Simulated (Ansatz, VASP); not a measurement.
One calculation of CoO, two programs

File INCAR:

```
SYSTEM = CoO
  PREC = Accurate
  ENCUT = 700
  EDIFF = 1E-6
  ISMEAR = 0
  SIGMA = 0.02
  LREAL = .FALSE.
  LASPH = .TRUE.
  NELM = 200
  ALGO = Normal
  ISIF = 2
  LWAVE = .FALSE.
  LCHARG = .FALSE.
  ISPIN = 2
  MAGMOM = 4.5 0
  LORBIT = 11
  LMAXMIX = 4
  LDAU = .TRUE.
  LDAUTYPE = 2
  LDAUL = 2 -1
  LDAUU = 3.32 0
  LDAUJ = 0 0
  LDAUPRINT = 1
  GGA = PE
  NBANDS = 22
  GGA_COMPAT = .FALSE.
```

Contents of KPOINTS:

```
regular mesh
0
G
  10 10 10
  0 0 0
```

POSCAR

```
CoO
1.0
    2.6612513074      0.0000000000      0.0000000000
    0.0000000000      2.6612513074      0.0000000000
    0.0000000000      0.0000000000      2.6612513074
Co O
1 1
Direct
    0.0000000000      0.0000000000      0.0000000000
    0.5000000000      0.5000000000      0.5000000000
```

Input for Ansatz:

```yaml
crystal:
  lattice:
    - [2.6612513074, 0.0, 0.0]
    - [0.0, 2.6612513074, 0.0]
    - [0.0, 0.0, 2.6612513074]
  atoms:
    - { symbol: Co, position: [0.0, 0.0, 0.0], spin: 4.5 }
    - { symbol: O, position: [0.5, 0.5, 0.5] }
basis:
  ecutwfc: 420
kpoints:
  mp_grid: { grid: [10, 10, 10] }
hamiltonian:
  xc: pbe
  hubbard: { sites: [{ species: Co, l: d, u_eff: 3.32 }] }
scf:
  occupations: { method: gaussian, width: 0.02 }
output:
  forces: true
  stress: true
  eigenvalues: true
  populations: true
magnetization:
  spin_polarized: true
```

Alike in both runs: task single point; functional PBE; k mesh 10 × 10 × 10; occupations gaussian, width 0.02 eV; collinear spin; Hubbard terms Co d U = 3.32 eV.

|  | VASP | Ansatz |
| --- | --- | --- |
| version | VASP 6.6.1 | Ansatz 0.2.0 |
| potentials or method | VASP PAW PBE potentials, release 64 (Co_sv, O), cutoff 700 eV | scalar-relativistic, plane waves, PAW |
| valence electrons in the cell | 23 | 23 |

VASP gave:

```
gap on the k mesh at the Fermi level (eV)                     : 0.94
least direct gap on the mesh (eV)                             : 1.77
pressure (GPa)                                                : -2.8
net moment per atom (μB)                                      : 1.50
size of the moment on the site where the two differ most (μB) : 0.26
```

Task: Estimate Ansatz's values.

Result: gap on the k mesh at the Fermi level (eV): 0.87; least direct gap on the mesh (eV): 1.63; pressure (GPa): 0.0; net moment per atom (μB): 1.50; size of the moment on the site where the two differ most (μB): 0.29.

Site moments also hang on the region over which each program counts them. The programs project onto different local orbitals, so the same U acts differently, and such runs can settle in different states. Ansatz's warnings: given moment on shells.
